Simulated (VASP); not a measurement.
BaS, 2 atoms in the cell. Symmetry: Fm-3m, No. 225, cubic system. The conventional cell has a = 6.361 Å, b = 6.361 Å, c = 6.361 Å, α = 90.00°, β = 90.00°, γ = 90.00°. Ba (site symmetry m-3m) has 6 S at 3.18 Å within 4.2 Å. Within 4.2 Å of S (site symmetry m-3m) lie 6 Ba at 3.18 Å.  This cell differs from its parent crystal: volume scaled by 0.97.

| Item | Value |
| --- | --- |
| Program | VASP 6.6.1 |
| Task | single point |
| Functional | r2SCAN |
| Potentials or basis | VASP PAW PBE potentials, release 64 (Ba_sv, S) |
| Cutoff | 520 eV |
| k mesh | 6 × 6 × 6 |
| Occupations | gaussian, width 0.02 eV |
| Spin | no spin polarisation |
| Dipole correction | no |
| Further INCAR settings | ALGO = Normal; EDIFF = 1e-07; NBANDS = 15 |

Potentials or basis: VASP PAW PBE potentials, release 64 (Ba_sv, S).

The run is started by

```sh
$ cat potpaw_PBE.64/Ba_sv/POTCAR potpaw_PBE.64/S/POTCAR > POTCAR
$ cp INCAR.step1 INCAR
$ mpirun -np 1 vasp_std > vasp.out
$ cp INCAR.step2 INCAR
$ mpirun -np 1 vasp_std > vasp.out
```

Hardware: 1 thread of Intel Xeon 6975P-C (shared host).

Problem. How long does it take, and how much memory?

Solution. It took 74 s on 1 thread of Intel Xeon 6975P-C, with other jobs on the host, peak memory 0.22 GiB. Counts: k points 16.
